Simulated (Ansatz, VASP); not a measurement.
Sc3Te in VASP and in Ansatz

Contents of INCAR:

```
  PREC = Accurate
  ENCUT = 520
  EDIFF = 1E-7
  ISMEAR = -1
  SIGMA = 0.05
  LREAL = F
  LASPH = T
  NELM = 100
  ALGO = Fast
  ISIF = 2
  LWAVE = F
  LCHARG = F
  LMAXMIX = 4
  LDAU = T
  LDAUTYPE = 2
  LDAUL = 2 -1
  LDAUU = 5 0
  LDAUJ = 0 0
  LDAUPRINT = 1
  GGA = PE
  NBANDS = 28
```

Contents of KPOINTS:

```
Automatic mesh
0
Gamma
  5 5 5
```

File POSCAR:

```
Sc3Te
1.0
    0.0000000000      3.5695000000      3.5695000000
    3.5695000000      0.0000000000      3.5695000000
    3.5695000000      3.5695000000      0.0000000000
Sc Te
3 1
Direct
    0.2500000000      0.2500000000      0.2500000000
    0.7500000000      0.7500000000      0.7500000000
    0.5000000000      0.5000000000      0.5000000000
    0.0000000000      0.0000000000      0.0000000000
```

Contents of input.yaml:

```yaml
crystal:
  lattice:
    - [0.0, 3.5695, 3.5695]
    - [3.5695, 0.0, 3.5695]
    - [3.5695, 3.5695, 0.0]
  atoms:
    - { symbol: Sc, position: [0.25, 0.25, 0.25] }
    - { symbol: Sc, position: [0.75, 0.75, 0.75] }
    - { symbol: Sc, position: [0.5, 0.5, 0.5] }
    - { symbol: Te, position: [0.0, 0.0, 0.0] }
hamiltonian:
  xc: pbe
  pseudopotentials: { kind: paw }
  hubbard: { sites: [{ species: Sc, l: d, u_eff: 5.0 }] }
kpoints:
  mp_grid: { grid: [5, 5, 5] }
scf:
  occupations: { method: fermi_dirac, width: 0.05 }
output:
  forces: true
  stress: true
  eigenvalues: true
  write_density: true
  write_potential: true
  elf: true
  volumetric_format: npy
```

Alike in both runs: task single point; functional PBE; k mesh 5 × 5 × 5; occupations fermi-dirac, width 0.05 eV; no spin polarisation; Hubbard terms Sc d U = 5 eV.

|  | VASP | Ansatz |
| --- | --- | --- |
| version | VASP 6.6.1 | Ansatz 0.2.0 |
| potentials or method | VASP PAW PBE potentials, release 64 (Sc_sv, Te) | Ansatz PAW |
| plane-wave cutoff (eV) | 520 | 420 |
| valence electrons in the cell | 39 | 49 |

|  | VASP | Ansatz | Ansatz less VASP |
| --- | --- | --- | --- |
| gap on the k mesh at the Fermi level (eV) | none | none | - |
| pressure (GPa) | 10.1 | 9.5 | -0.57 |

The programs project onto different local orbitals, so the same U acts differently, and such runs can settle in different states. A gap of «none» marks a metal or a gap that the smearing closes. VASP's potentials hold 39 valence electrons a cell and Ansatz's 49, so a difference there can come from the potentials and not from the codes.

Spin-orbit coupling is off throughout.
